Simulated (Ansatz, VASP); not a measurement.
**One calculation of NiO, two programs**

INCAR

```
SYSTEM = NiO
PREC = Accurate ; ENCUT = 600
EDIFF = 1E-6 ; ISMEAR = -1
SIGMA = 0.1 ; LREAL = .False.
LASPH = .True. ; NELM = 200
ALGO = Normal ; ISIF = 2
LWAVE = .False. ; LCHARG = .False.
ISPIN = 2 ; MAGMOM = 1.69 -1.71 0.02 -0.04
LORBIT = 11 ; LMAXMIX = 4
LDAU = .True. ; LDAUTYPE = 2
LDAUL = 2 -1 ; LDAUU = 3 0
LDAUJ = 0 0 ; LDAUPRINT = 1
GGA = PE ; NBANDS = 28
GGA_COMPAT = .False.
```

KPOINTS

```
regular mesh
0
Gamma
  3 3 3
  0 0 0
```

File POSCAR:

```
NiO
1.0
    4.1840000000      2.0920000000      2.0920000000
    2.0920000000      4.1840000000      2.0920000000
    2.0920000000      2.0920000000      4.1840000000
Ni O
2 2
Direct
    0.0000000000      0.0000000000      0.0000000000
    0.5000000000      0.5000000000      0.5000000000
    0.2831000000      0.2357000000      0.2667000000
    0.7489000000      0.7487000000      0.7522000000
```

Input for Ansatz:

```yaml
crystal:
  lattice:
    - [4.184, 2.092, 2.092]
    - [2.092, 4.184, 2.092]
    - [2.092, 2.092, 4.184]
  atoms:
    - { symbol: Ni, position: [0, 0, 0], spin: 1.7 }
    - { symbol: Ni, position: [0.5, 0.5, 0.5], spin: -1.7 }
    - { symbol: O, position: [0.2831, 0.2357, 0.2667] }
    - { symbol: O, position: [0.7489, 0.7487, 0.7522] }
kpoints:
  mp_grid: { grid: [3, 3, 3], shift: [0, 0, 0] }
hamiltonian:
  xc: pbe
  pseudopotentials: { kind: nc }
  hubbard:
    sites:
      - { l: d, u_eff: 3.0, site: 0, starting_ns: [{ spin: up, occupation_matrix: s0up }, { spin: down, occupation_matrix: s0down }] }
      - { l: d, u_eff: 3.0, site: 1, starting_ns: [{ spin: up, occupation_matrix: s1up }, { spin: down, occupation_matrix: s1down }] }
    occupation_matrices:
      s0up:
        matrix:
          - [0.983799, -0.00065, -0.000178, 0.001658, -0.000756]
          - [-0.00065, 0.996807, -0.00015, -0.001007, 0.000165]
          - [-0.000178, -0.00015, 0.997285, 0.000588, 0.00014]
          - [0.001658, -0.001007, 0.000588, 0.983921, -0.000218]
          - [-0.000756, 0.000165, 0.00014, -0.000218, 0.997065]
      s0down:
        matrix:
          - [0.209409, -0.016691, 0.001963, -0.004254, -0.014775]
          - [-0.016691, 0.992813, 0.000162, -0.016519, -0.000424]
          - [0.001963, 0.000162, 0.994322, 0.014535, 0.00045]
          - [-0.004254, -0.016519, 0.014535, 0.208864, -0.015114]
          - [-0.014775, -0.000424, 0.00045, -0.015114, 0.993704]
      s1up:
        matrix:
          - [0.214382, 0.009577, -0.005357, 0.00245, 0.007272]
          - [0.009577, 0.994604, 8.1e-05, 0.002799, -0.000113]
          - [-0.005357, 8.1e-05, 0.995038, -0.009553, 0.000268]
          - [0.00245, 0.002799, -0.009553, 0.214815, 0.016292]
          - [0.007272, -0.000113, 0.000268, 0.016292, 0.994656]
      s1down:
        matrix:
          - [0.992708, 0.00013, -7.9e-05, -0.000477, 0.000143]
          - [0.00013, 0.997695, -7.1e-05, 3.0e-06, 8.3e-05]
          - [-7.9e-05, -7.1e-05, 0.997822, -0.000194, 8.2e-05]
          - [-0.000477, 3.0e-06, -0.000194, 0.992546, 0.000283]
          - [0.000143, 8.3e-05, 8.2e-05, 0.000283, 0.997714]
magnetization:
  spin_polarized: true
scf:
  occupations: { method: fermi_dirac, width: 0.1 }
```

Alike in both runs: task single point; functional PBE; k mesh 3 × 3 × 3; occupations fermi-dirac, width 0.1 eV; collinear spin; Hubbard terms Ni d U = 3.0 eV.

```csv
,VASP,Ansatz
version,VASP 6.6.1,Ansatz development build ahead of 0.2.0
potentials or method,"VASP PAW PBE potentials, release 64 (Ni, O)","norm-conserving potentials, plane waves, scalar-relativistic"
plane-wave cutoff (eV),600,1400
```

```tsv
	VASP	Ansatz	Ansatz less VASP
net moment per atom (μB)	0.00	0.00	0.000
size of the moment on the site where the two differ most (μB)	1.57	1.54	-0.030
```

Site moments also hang on the region over which each program counts them. The programs project onto different local orbitals, so the same U acts differently, and such runs can settle in different states.

The k mesh is coarse, so the values compare programs but aren't converged.
